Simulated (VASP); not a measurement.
# HgTe (I4mm) in VASP: single point with PBEsol

Aim: the single point of HgTe with PBEsol.

Everything below comes from runs of VASP 6.6.1. Logs are shortened: lines on timing, memory, paths and dates and some standing lists are left out, and cuts for length are marked.

## 1. The cell of the first run

Symmetry: I4mm, No. 107, tetragonal system. Conventional cell: a = 4.352 Å, b = 4.352 Å, c = 6.154 Å, α = 90.00°, β = 90.00°, γ = 90.00°. Hg (site symmetry 4mm) has 6 Te at 2.93 to 3.23 Å within 3.9 Å. Te (site symmetry 4mm) has 6 Hg at 2.93 to 3.23 Å within 3.9 Å.

## 2. Single point, PBEsol (one atom moved)

Input file INCAR:

```
SYSTEM = HgTe
ALGO     = Normal         ! electronic algorithm
EDIFF    = 1E-7           ! SCF threshold, eV
ENCUT    = 520            ! plane-wave cutoff, eV
GGA      = PS             ! functional
ISIF     = 2              ! what is computed and relaxed
ISMEAR   = 0              ! smearing method
LASPH    = .True.         ! aspherical terms in the spheres
LCHARG   = .True.         ! write CHGCAR
LELF     = .True.         ! ELF
LREAL    = .False.        ! projectors in reciprocal space
LVHAR    = .True.       
LWAVE    = .False.        ! write WAVECAR
NBANDS   = 16             ! bands
NELM     = 100            ! most SCF steps
PREC     = Accurate       ! precision mode
SIGMA    = 0.1            ! smearing width, eV
```

Input file KPOINTS:

```
k-points
0
Gamma
  10 10 10
  0 0 0
```

Input file POSCAR:

```
HgTe
1.0
    0.0000000000      3.0771170000      3.0771170000
    3.0771170000      0.0000000000      3.0771170000
    3.0771170000      3.0771170000      0.0000000000
Hg Te
1 1
Direct
    0.0000000000      0.0000000000      0.0000000000
    0.4756265361      0.5243734639      0.5243734639
```

Potentials or basis: VASP PAW PBE potentials, release 64 (Hg, Te).

Started as:

```sh
$ cat potpaw_PBE.64/Hg/POTCAR potpaw_PBE.64/Te/POTCAR > POTCAR
$ mpirun -np 1 vasp_std > vasp.out
```

OUTCAR:

```text
SYSTEM = HgTe
   EDIFF = 1E-7
   ENCUT = 520
   GGA = PS
   ISIF = 2
   ISMEAR = 0
   LASPH = .True.
   LREAL = .False.
   NELM = 100
   PREC = Accurate

 ion  position               nearest neighbor table
   1  0.000  0.000  0.000-   2 2.93   2 3.08   2 3.08   2 3.08   2 3.08   2 3.23
   2  0.476  0.524  0.524-   1 2.93   1 3.08   1 3.08   1 3.08   1 3.08   1 3.23

  LATTYP: Found a face centered cubic cell.
 ALAT       =     6.1542340000

  Lattice vectors:

 A1 = (   0.0000000000,   3.0771170000,   3.0771170000)
 A2 = (   3.0771170000,   0.0000000000,   3.0771170000)
 A3 = (   3.0771170000,   3.0771170000,   0.0000000000)

Analysis of symmetry for initial positions (statically):
=====================================================================
 Subroutine PRICEL returns:
 Original cell was already a primitive cell.

 Routine SETGRP: Setting up the symmetry group for a
 face centered cubic supercell.

 Subroutine GETGRP returns: Found  8 space group operations
 (whereof  8 operations were pure point group operations)
 out of a pool of 48 trial point group operations.

The static configuration has the point symmetry C_4v.

Analysis of symmetry for dynamics (positions and initial velocities):
=====================================================================
 Subroutine PRICEL returns:
 Original cell was already a primitive cell.

 Routine SETGRP: Setting up the symmetry group for a
 face centered cubic supercell.

 Subroutine GETGRP returns: Found  8 space group operations
 (whereof  8 operations were pure point group operations)
 out of a pool of 48 trial point group operations.

The dynamic configuration has the point symmetry C_4v.

 Subroutine INISYM returns: Found  8 space group operations
 (whereof  8 operations are pure point group operations),
 and found     1 'primitive' translations

----------------------------------------------------------------------------------------

                                     Primitive cell

  volume of cell :      58.2723

  direct lattice vectors                    reciprocal lattice vectors
     0.000000000  3.077117000  3.077117000    -0.162489759  0.162489759  0.162489759
     3.077117000  0.000000000  3.077117000     0.162489759 -0.162489759  0.162489759
     3.077117000  3.077117000  0.000000000     0.162489759  0.162489759 -0.162489759

  length of vectors
     4.351700594  4.351700594  4.351700594     0.281440518  0.281440518  0.281440518

  position of ions in fractional coordinates (direct lattice)
     0.000000000  0.000000000  0.000000000
     0.475626536  0.524373464  0.524373464

  ion indices of the primitive-cell ions
   primitive index   ion index
                 1           1
                 2           2

----------------------------------------------------------------------------------------

 KPOINTS: k-points

Automatic generation of k-mesh.
 Grid dimensions read from file:
 generate k-points for:   10   10   10

 Generating k-lattice:

  Cartesian coordinates                     Fractional coordinates (reciprocal lattice)
    -0.016248976  0.016248976  0.016248976     0.100000000  0.000000000  0.000000000
     0.016248976 -0.016248976  0.016248976     0.000000000  0.100000000  0.000000000
     0.016248976  0.016248976 -0.016248976     0.000000000  0.000000000  0.100000000

  Length of vectors
     0.028144052  0.028144052  0.028144052

  Shift w.r.t. Gamma in fractional coordinates (k-lattice)
     0.000000000  0.000000000  0.000000000

 Subroutine IBZKPT returns following result:
 ===========================================

 Found    102 irreducible k-points:

 Following reciprocal coordinates:
            Coordinates               Weight
  0.000000  0.000000  0.000000      1.000000
  0.100000  0.000000  0.000000      8.000000
  0.200000  0.000000  0.000000      8.000000
  0.300000  0.000000  0.000000      8.000000
  0.400000  0.000000  0.000000      8.000000
  0.500000  0.000000  0.000000      4.000000
[... 16 lines left out ...]
 -0.100000  0.100000  0.000000      8.000000
  0.000000 -0.100000  0.100000      4.000000
 [... further k-points ...]
   k-points           NKPTS =    102   k-points in BZ     NKDIM =    102   number of bands    NBANDS=     16
   number of dos      NEDOS =    301   number of ions     NIONS =      2
   total plane-waves  NPLWV =  32768
   dimension x,y,z NGX =    32 NGY =   32 NGZ =   32
   dimension x,y,z NGXF=    64 NGYF=   64 NGZF=   64
   ions per type =               1   1
   NGX,Y,Z   is equivalent  to a cutoff of  12.22, 12.22, 12.22 a.u.
   NGXF,Y,Z  is equivalent  to a cutoff of  24.45, 24.45, 24.45 a.u.
 SYSTEM =  HgTe
   PREC   = accura    normal or accurate (medium, high low for compatibility)
   ISTART =      0    job   : 0-new  1-cont  2-samecut
   ICHARG =      2    charge: 1-file 2-atom 10-const
   ISPIN  =      1    spin polarized calculation?
   LNONCOLLINEAR =      F non collinear calculations
   LSORBIT =      F    spin-orbit coupling
   LASPH  =      T    aspherical Exc in radial PAW
   ENCUT  =  520.0 eV  38.22 Ry    6.18 a.u.   8.09  8.09  8.09*2*pi/ulx,y,z
   NELM   =    100;   NELMIN=  2; NELMDL= -5     # of ELM steps
   EDIFF  = 0.1E-06   stopping-criterion for ELM
   LREAL  =      F    real-space projection
   EDIFFG = 0.1E-05   stopping-criterion for IOM
   NSW    =      0    number of steps for IOM
   IBRION =     -1    ionic relax: 0-MD 1-quasi-New 2-CG
   NFREE  =      0    steps in history (QN), initial steepest desc. (CG)
   ISIF   =      2    stress and relaxation
   ISYM   =      2    0-nonsym 1-usesym 2-fastsym
   POTIM  = 0.5000    time-step for ionic-motion
   TEBEG  =    0.0;   TEEND  =   0.0 temperature during run
   PSTRESS=    0.0 pullay stress
   NELECT =      18.0000    total number of electrons
   NUPDOWN=      -1.0000    fix difference up-down
   EMIN   =  10.00;   EMAX   =-10.00  energy-range for DOS
   EFERMI =   0.00;   METHOD = LEGACY
   ISMEAR =     0;   SIGMA  =   0.10  broadening in eV -4-tet -1-fermi 0-gaus
   EFERMI_NEDOS =   21; number of points for ismear=-14 and -15
   IALGO  =     38    algorithm
   IMIX   =      4    mixing-type and parameters
     AMIX     =   0.40;   BMIX     =  1.00
     AMIX_MAG =   1.60;   BMIX_MAG =  1.00
  volume/ion in A,a.u.               =      29.14       196.62
  Fermi-wavevector in a.u.,A,eV,Ry     =   1.106653  2.091272 16.662809  1.224682
  Thomas-Fermi vector in A             =   2.243157
   LORBIT       =      0    0 simple, 1 ext, 2 COOP (PROOUT), +10 PAW based schemes
   GGA     = PS    functional components
   LHFCALC =     F    Hartree Fock is set to
   AEXX    =    0.0000 exact exchange contribution
   IVDW    =     0    specifies the selected vdW correction
   LEPSILON=     F    determine dielectric tensor
   LRPA    =     F    only Hartree local field effects (RPA)
 non-spin polarized calculation
 Gauss-broadening in eV      SIGMA  =   0.10
  energy-cutoff  :      520.00
  volume of cell :       58.27
 maximum number of plane-waves:      1596
   NGX = 17   NGY = 17   NGZ = 17

 number of electron      18.0000000 magnetization

 Free energy of the ion-electron system (eV)
  ---------------------------------------------------
  ext. energy  EPLUGINS =         0.00000000
  ---------------------------------------------------
  free energy    TOTEN  =        -4.15991487 eV

  energy without entropy =       -4.15674471  energy(sigma->0) =       -4.15832979

 E-fermi :   3.8897     XC(G=0):  -9.9161

 val. band max:        3.8286166722   @ k =   0.3000   0.0000   0.0000
 cond. band min:       3.9734269521   @ k =  -0.3000   0.2000   0.0000
 fundamental gap:      0.1448102800
 Fermi energy:         3.8896729805

 k-point     1 :       0.0000    0.0000    0.0000
  band No.  band energies     occupation
      1      -7.9574      2.00000
      2      -2.6787      2.00000
      3      -2.6296      2.00000
      4      -2.5929      2.00000
      5      -2.5929      2.00000
      6      -2.5711      2.00000
[... 8 lines left out ...]
     15      11.9551      0.00000
     16      11.9551      0.00000

 k-point     2 :       0.1000    0.0000    0.0000
  band No.  band energies     occupation
      1      -7.8752      2.00000
      2      -2.7096      2.00000
      3      -2.6619      2.00000
      4      -2.5968      2.00000
      5      -2.5781      2.00000
      6      -2.5634      2.00000
[... 8 lines left out ...]
     15      11.9592      0.00000
     16      11.9677      0.00000

 k-point     3 :       0.2000    0.0000    0.0000
  band No.  band energies     occupation
      1      -7.6419      2.00000
      2      -2.7918      2.00000
      3      -2.7453      2.00000
      4      -2.6287      2.00000
      5      -2.5372      2.00000
      6      -2.5285      2.00000
[... 8 lines left out ...]
     15      12.3677      0.00000
     16      12.3841      0.00000

 k-point     4 :       0.3000    0.0000    0.0000
  band No.  band energies     occupation
      1      -7.3048      2.00000
      2      -2.8912      2.00000
      3      -2.8440      2.00000
      4      -2.7174      2.00000
      5      -2.4855      2.00000
      6      -2.4791      2.00000
[... 8 lines left out ...]
     15      13.1276      0.00000
     16      13.1442      0.00000
[... 324 lines left out ...]
 k-point    22 :       0.0000   -0.2000    0.1000
  band No.  band energies     occupation
      1      -7.4834      2.00000
      2      -2.8239      2.00000
      3      -2.8166      2.00000
      4      -2.6295      2.00000
      5      -2.5298      2.00000
      6      -2.4879      2.00000
[... 8 lines left out ...]
     15      12.2272      0.00000
     16      13.6277      0.00000

 k-point    23 :      -0.1000    0.1000    0.0000
  band No.  band energies     occupation
      1      -7.7443      2.00000
      2      -2.7759      2.00000
      3      -2.6922      2.00000
      4      -2.6077      2.00000
      5      -2.5543      2.00000
      6      -2.5453      2.00000
[... 8 lines left out ...]
     15      12.3560      0.00000
     16      12.6812      0.00000

 k-point    24 :       0.0000   -0.1000    0.1000
  band No.  band energies     occupation
      1      -7.7453      2.00000
      2      -2.7348      2.00000
      3      -2.7323      2.00000
      4      -2.6032      2.00000
      5      -2.5650      2.00000
      6      -2.5355      2.00000
[... 8 lines left out ...]
     15      12.1981      0.00000
     16      12.6996      0.00000

 [... further k-points ...]

------------------------ aborting loop because EDIFF is reached ----------------------------------------

  FORCE on cell =-STRESS in cart. coord.  units (eV):
  Direction    XX          YY          ZZ          XY          YZ          ZX
  --------------------------------------------------------------------------------------
  -------------------------------------------------------------------------------------
  Total       -0.9079574     -1.2909977     -1.2909977      0.0000000      0.0000000      0.0000000
  in kB      -24.9639926    -35.4955605    -35.4955605      0.0000000      0.0000000      0.0000000
  external PRESSURE =     -31.9850379 kB  Pullay stress =       0.0000000 kB

 VOLUME and BASIS-vectors are now :
 -----------------------------------------------------------------------------
  energy-cutoff  :      520.00
  volume of cell :       58.27
      direct lattice vectors                 reciprocal lattice vectors
     0.000000000  3.077117000  3.077117000    -0.162489759  0.162489759  0.162489759
     3.077117000  0.000000000  3.077117000     0.162489759 -0.162489759  0.162489759
     3.077117000  3.077117000  0.000000000     0.162489759  0.162489759 -0.162489759

 POSITION                                       TOTAL-FORCE (eV/Angst)
 -----------------------------------------------------------------------------------
      0.00000      0.00000      0.00000         0.246854      0.000000      0.000000
      3.22712      3.07712      3.07712        -0.246854      0.000000      0.000000
 -----------------------------------------------------------------------------------
    total drift:                                0.000164      0.000000      0.000000

  FREE ENERGIE OF THE ION-ELECTRON SYSTEM (eV)
  ---------------------------------------------------
  free  energy   TOTEN  =        -4.1599148749 eV

  energy  without entropy=       -4.1567447099  energy(sigma->0) =       -4.15832979
```

It took 1.8 min on 1 thread of AMD EPYC 7R13, shared host; peak memory 0.22 GiB.

Results:

```yaml
Free_energy: -4.1599 eV
Pressure: -3.2 GPa
Largest_force: 0.247 eV/Å
Band_gap_on_the_k_mesh: zero (bands 9 and 10 overlap by 2.43 eV)
```

Forces on the atoms (eV/Å):
```
Hg   0.247  0.000  0.000
Te  -0.247  0.000  0.000
```

Stress tensor (GPa, compression positive):
```
-2.50  0.00  0.00
 0.00 -3.55  0.00
 0.00  0.00 -3.55
```

Levels at points of the mesh, in eV from the Fermi level:
| k point | band 7 | band 8 | band 9 | band 10 | band 11 | band 12 |
| --- | --- | --- | --- | --- | --- | --- |
| (0.00, 0.00, 0.00) | -1.09 | -0.59 | -0.59 | -0.56 | 7.26 | 7.26 |
| (0.50, 0.00, 0.00) | -5.35 | 0.24 | 0.28 | 2.62 | 3.60 | 4.02 |
| (0.50, 0.50, 0.00) | -4.07 | -2.79 | -2.09 | -2.00 | 4.78 | 9.06 |
| (0.00, 0.50, 0.50) | -4.22 | -2.54 | -2.13 | -2.13 | 4.85 | 9.03 |

Caveat: the cell differs from its parent crystal (one atom moved); the cell stands under tension; the PAW data sets were made with another functional, which shifts forces and pressure a little; spin-orbit coupling is left out, which moves the levels of the heavy elements.
